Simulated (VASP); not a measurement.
# Hf (Im-3m) in VASP: further runs

Hf is run at these levels: PBE+D4, r2SCAN, PBE+D3(BJ); tasks: single point, relaxation of cell and atoms.

Everything below comes from runs of VASP 6.6.1. Logs are shortened: lines on timing, memory, paths and dates and some standing lists are left out, and cuts for length are marked.

## Step 1: The cell of the first run

The structure is cubic, space group Im-3m (No. 229). The conventional cell has a = 3.610 Å, b = 3.610 Å, c = 3.610 Å, α = 90.00°, β = 90.00°, γ = 90.00°. Within 4.1 Å of Hf (site symmetry m-3m) lie 14 Hf at 3.13 to 3.61 Å.

## Step 2: Single point, PBE+D4

INCAR reads:

```
PREC = Accurate
ENCUT = 520
EDIFF = 1E-6
ISMEAR = -5
SIGMA = 0.05
LREAL = F
LASPH = T
NELM = 80
ALGO = Normal
ISIF = 2
LWAVE = F
LCHARG = F
GGA = PE
IVDW = 13
NBANDS = 11
```

KPOINTS reads:

```
Automatic mesh
0
Gamma
  10 10 10
```

POSCAR reads:

```
Hf
1.0
   -1.8050000000      1.8050000000      1.8050000000
    1.8050000000     -1.8050000000      1.8050000000
    1.8050000000      1.8050000000     -1.8050000000
Hf
1
Direct
    0.0000000000      0.0000000000      0.0000000000
```

Potentials or basis: VASP PAW PBE potentials, release 64 (Hf_pv).

Launch:

```console
$ cat potpaw_PBE.64/Hf_pv/POTCAR > POTCAR
$ mpirun -np 1 vasp_std > vasp.out
```

OUTCAR:

```text
PREC = Accurate
   ENCUT = 520
   EDIFF = 1E-6
   ISMEAR = -5
   LREAL = F
   LASPH = T
   NELM = 80
   ISIF = 2
   GGA = PE
   IVDW = 13

 ion  position               nearest neighbor table
   1  0.000  0.000  0.000-

  LATTYP: Found a body centered cubic cell.
 ALAT       =     3.6100000000

  Lattice vectors:

 A1 = (  -1.8050000000,   1.8050000000,   1.8050000000)
 A2 = (   1.8050000000,  -1.8050000000,   1.8050000000)
 A3 = (   1.8050000000,   1.8050000000,  -1.8050000000)

Analysis of symmetry for initial positions (statically):
=====================================================================
 Subroutine PRICEL returns:
 Original cell was already a primitive cell.

 Routine SETGRP: Setting up the symmetry group for a
 body centered cubic supercell.

 Subroutine GETGRP returns: Found 48 space group operations
[... 9 lines left out ...]

 Routine SETGRP: Setting up the symmetry group for a
 body centered cubic supercell.

 Subroutine GETGRP returns: Found 48 space group operations
[... 11 lines left out ...]
                                     Primitive cell

  volume of cell :      23.5229

  direct lattice vectors                    reciprocal lattice vectors
    -1.805000000  1.805000000  1.805000000     0.000000000  0.277008310  0.277008310
     1.805000000 -1.805000000  1.805000000     0.277008310  0.000000000  0.277008310
     1.805000000  1.805000000 -1.805000000     0.277008310  0.277008310  0.000000000

  length of vectors
     3.126351708  3.126351708  3.126351708     0.391748909  0.391748909  0.391748909

  position of ions in fractional coordinates (direct lattice)
     0.000000000  0.000000000  0.000000000

  ion indices of the primitive-cell ions
   primitive index   ion index
                 1           1

----------------------------------------------------------------------------------------

 KPOINTS: Automatic mesh

Automatic generation of k-mesh.
 Grid dimensions read from file:
 generate k-points for:   10   10   10

 Generating k-lattice:

  Cartesian coordinates                     Fractional coordinates (reciprocal lattice)
     0.000000000  0.027700831  0.027700831     0.100000000  0.000000000  0.000000000
     0.027700831  0.000000000  0.027700831     0.000000000  0.100000000  0.000000000
     0.027700831  0.027700831  0.000000000     0.000000000  0.000000000  0.100000000

  Length of vectors
     0.039174891  0.039174891  0.039174891

  Shift w.r.t. Gamma in fractional coordinates (k-lattice)
     0.000000000  0.000000000  0.000000000

 TETIRR: Found   1064 inequivalent tetrahedra from     6000

 Subroutine IBZKPT returns following result:
 ===========================================

 Found     47 irreducible k-points:

 Following reciprocal coordinates:
            Coordinates               Weight
  0.000000  0.000000  0.000000      1.000000
  0.100000  0.000000  0.000000     12.000000
  0.200000  0.000000  0.000000     12.000000
  0.300000  0.000000  0.000000     12.000000
  0.400000  0.000000  0.000000     12.000000
  0.500000  0.000000  0.000000      6.000000
[... 16 lines left out ...]
  0.300000  0.300000  0.100000      8.000000
 -0.300000  0.300000  0.100000     24.000000
 [... further k-points ...]
   k-points           NKPTS =     47   k-points in BZ     NKDIM =     47   number of bands    NBANDS=     11
   number of dos      NEDOS =    301   number of ions     NIONS =      1
   total plane-waves  NPLWV =  13824
   dimension x,y,z NGX =    24 NGY =   24 NGZ =   24
   dimension x,y,z NGXF=    48 NGYF=   48 NGZF=   48
   ions per type =               1
   NGX,Y,Z   is equivalent  to a cutoff of  12.76, 12.76, 12.76 a.u.
   NGXF,Y,Z  is equivalent  to a cutoff of  25.52, 25.52, 25.52 a.u.
 SYSTEM =  unknown system
   PREC   = accura    normal or accurate (medium, high low for compatibility)
   ISTART =      0    job   : 0-new  1-cont  2-samecut
   ICHARG =      2    charge: 1-file 2-atom 10-const
   ISPIN  =      1    spin polarized calculation?
   LNONCOLLINEAR =      F non collinear calculations
   LSORBIT =      F    spin-orbit coupling
   LASPH  =      T    aspherical Exc in radial PAW
   ENCUT  =  520.0 eV  38.22 Ry    6.18 a.u.   5.81  5.81  5.81*2*pi/ulx,y,z
   NELM   =     80;   NELMIN=  2; NELMDL= -5     # of ELM steps
   EDIFF  = 0.1E-05   stopping-criterion for ELM
   LREAL  =      F    real-space projection
   EDIFFG = 0.1E-04   stopping-criterion for IOM
   NSW    =      0    number of steps for IOM
   IBRION =     -1    ionic relax: 0-MD 1-quasi-New 2-CG
   NFREE  =      0    steps in history (QN), initial steepest desc. (CG)
   ISIF   =      2    stress and relaxation
   ISYM   =      2    0-nonsym 1-usesym 2-fastsym
   POTIM  = 0.5000    time-step for ionic-motion
   TEBEG  =    0.0;   TEEND  =   0.0 temperature during run
   PSTRESS=    0.0 pullay stress
   NELECT =      10.0000    total number of electrons
   NUPDOWN=      -1.0000    fix difference up-down
   EMIN   =  10.00;   EMAX   =-10.00  energy-range for DOS
   EFERMI =   0.00;   METHOD = LEGACY
   ISMEAR =    -5;   SIGMA  =   0.05  broadening in eV -4-tet -1-fermi 0-gaus
   EFERMI_NEDOS =   21; number of points for ismear=-14 and -15
   IALGO  =     38    algorithm
   IMIX   =      4    mixing-type and parameters
     AMIX     =   0.40;   BMIX     =  1.00
     AMIX_MAG =   1.60;   BMIX_MAG =  1.00
  volume/ion in A,a.u.               =      23.52       158.74
  Fermi-wavevector in a.u.,A,eV,Ry     =   1.230961  2.326179 20.616432  1.515265
  Thomas-Fermi vector in A             =   2.365789
   LORBIT       =      0    0 simple, 1 ext, 2 COOP (PROOUT), +10 PAW based schemes
   GGA     = PE    functional components
   LHFCALC =     F    Hartree Fock is set to
   AEXX    =    0.0000 exact exchange contribution
   IVDW    =    13    specifies the selected vdW correction
   LEPSILON=     F    determine dielectric tensor
   LRPA    =     F    only Hartree local field effects (RPA)
 non-spin polarized calculation
 Fermi weights with tetrahedron method with Bloechl corrections
  energy-cutoff  :      520.00
  volume of cell :       23.52
 maximum number of plane-waves:       682
   NGX = 11   NGY = 11   NGZ = 11

 number of electron      10.0000001 magnetization

 Free energy of the ion-electron system (eV)
  ---------------------------------------------------
  ext. energy  EPLUGINS =         0.00000000
  ---------------------------------------------------
  free energy    TOTEN  =        -9.72120628 eV

  energy without entropy =       -9.72120628  energy(sigma->0) =       -9.72120628

 E-fermi :   4.2598     XC(G=0): -11.0573

 val. band max:        4.3074984660   @ k =  -0.4000   0.4000   0.1000
 cond. band min:       4.2501875343   @ k =   0.3000   0.2000  -0.0000
 fundamental gap:     -0.0573109318
 Fermi energy:         4.2598324761

 k-point     1 :       0.0000    0.0000    0.0000
  band No.  band energies     occupation
      1     -25.7815      2.00000
      2     -25.7815      2.00000
      3     -25.7815      2.00000
      4      -2.6289      2.00000
      5       5.7327      0.00000
      6       5.7327      0.00000
      7       5.7327      0.00000
      8       8.3700      0.00000
      9       8.3700      0.00000
     10      17.2894      0.00000
     11      17.2894      0.00000

 k-point     2 :       0.1000    0.0000    0.0000
  band No.  band energies     occupation
      1     -25.8512      2.00000
      2     -25.8036      2.00000
      3     -25.7817      2.00000
      4      -2.2837      2.00000
      5       5.4977      0.00000
      6       5.6227      0.00000
      7       6.0728      0.00000
      8       8.0380      0.00000
      9       8.3706      0.00000
     10      17.3257      0.00000
     11      17.5894      0.00000

 k-point     3 :       0.2000    0.0000    0.0000
  band No.  band energies     occupation
      1     -26.0295      2.00000
      2     -25.8610      2.00000
      3     -25.7822      2.00000
      4      -1.3369      2.00000
      5       4.9532     -0.01611
      6       5.1255     -0.00318
      7       7.0633      0.00000
      8       7.7993      0.00000
      9       8.4303      0.00000
     10      17.3220      0.00000
     11      17.7581      0.00000

 k-point     4 :       0.3000    0.0000    0.0000
  band No.  band energies     occupation
      1     -26.2421      2.00000
      2     -25.9310      2.00000
      3     -25.7829      2.00000
      4      -0.1035      2.00000
      5       4.3815      0.35364
      6       4.5671     -0.02422
      7       8.0410      0.00000
      8       8.5992      0.00000
      9       8.6344      0.00000
     10      16.5063      0.00000
     11      16.8128      0.00000

 k-point     5 :       0.4000    0.0000    0.0000
  band No.  band energies     occupation
      1     -26.4082      2.00000
      2     -25.9869      2.00000
      3     -25.7834      2.00000
      4       0.7892      2.00000
      5       3.9768      2.07514
      6       4.7030     -0.03514
      7       8.2463      0.00000
      8       8.9487      0.00000
      9      10.3883      0.00000
     10      14.6237      0.00000
     11      15.0789      0.00000
[... 211 lines left out ...]
 k-point    21 :       0.3000    0.2000    0.1000
  band No.  band energies     occupation
      1     -26.3288      2.00000
      2     -26.0911      2.00000
      3     -25.9063      2.00000
      4       2.4427      2.00000
      5       3.5807      2.00000
      6       4.0475      1.95943
      7       8.7581      0.00000
      8       9.1455      0.00000
      9      11.3561      0.00000
     10      13.0138      0.00000
     11      15.7291      0.00000

 k-point    22 :      -0.2000    0.2000    0.1000
  band No.  band energies     occupation
      1     -26.0298      2.00000
      2     -25.8843      2.00000
      3     -25.8370      2.00000
      4      -1.0198      2.00000
      5       5.2180     -0.04184
      6       5.2222      0.00000
      7       6.7497      0.00000
      8       6.9517      0.00000
      9       9.0107      0.00000
     10      17.3146      0.00000
     11      17.9409      0.00000

 k-point    23 :       0.3000    0.3000    0.1000
  band No.  band energies     occupation
      1     -26.2183      2.00000
      2     -26.2183      2.00000
      3     -25.9278      2.00000
      4       2.9263      2.00000
      5       3.7626      2.00000
      6       3.7626      2.02881
      7       9.0635      0.00000
      8       9.0635      0.00000
      9      10.3053      0.00000
     10      14.4749      0.00000
     11      14.4749      0.00000

 k-point    24 :      -0.3000    0.3000    0.1000
  band No.  band energies     occupation
      1     -26.2324      2.00000
      2     -25.9554      2.00000
      3     -25.8351      2.00000
      4       0.1985      2.00000
      5       4.4744      0.28939
      6       4.6917     -0.00560
      7       7.1153      0.00000
      8       8.4819      0.00000
      9       9.1000      0.00000
     10      15.9426      0.00000
     11      17.3298      0.00000

 [... further k-points ...]

------------------------ aborting loop because EDIFF is reached ----------------------------------------

  DFT-D4 for vdW energy calculation

  Edisp (eV):   -0.19870

  FORCE on cell =-STRESS in cart. coord.  units (eV):
  Direction    XX          YY          ZZ          XY          YZ          ZX
  --------------------------------------------------------------------------------------
  -------------------------------------------------------------------------------------
  Total      -1.00455    -1.00455    -1.00455    -0.00000    -0.00000    -0.00000
  in kB     -68.42117   -68.42117   -68.42117    -0.00000    -0.00000    -0.00000
  external pressure =      -68.42 kB  Pullay stress =        0.00 kB

 VOLUME and BASIS-vectors are now :
 -----------------------------------------------------------------------------
  energy-cutoff  :      520.00
  volume of cell :       23.52
      direct lattice vectors                 reciprocal lattice vectors
    -1.805000000  1.805000000  1.805000000     0.000000000  0.277008310  0.277008310
     1.805000000 -1.805000000  1.805000000     0.277008310  0.000000000  0.277008310
     1.805000000  1.805000000 -1.805000000     0.277008310  0.277008310  0.000000000

 POSITION                                       TOTAL-FORCE (eV/Angst)
 -----------------------------------------------------------------------------------
      0.00000      0.00000      0.00000         0.000000      0.000000      0.000000
 -----------------------------------------------------------------------------------
    total drift:                                0.000000      0.000000      0.000000

  FREE ENERGIE OF THE ION-ELECTRON SYSTEM (eV)
  ---------------------------------------------------
  free  energy   TOTEN  =        -9.9199074377 eV

  energy  without entropy=       -9.9199074377  energy(sigma->0) =       -9.91990744
```

It took 19 s on 1 thread of Intel Xeon Platinum 8259CL at 2.50GHz (Skylake/Cascade Lake), shared host; peak memory 0.14 GiB.

Results:

| Property | Result |
| --- | --- |
| Free energy | -9.9199 eV |
| Pressure | -6.8 GPa |
| Band gap on the k mesh | zero (band 5 reaches 5.73 eV, above the bottom of band 6 at 3.54 eV) |
| Dispersion energy per atom | -0.199 eV |

Caveat: spin-orbit coupling is left out, which moves the levels of the heavy elements; pairwise dispersion overbinds metals, which lowers pressure and volume; tetrahedron occupations give inexact forces and stress in metals.

[end of part 1 of 3]
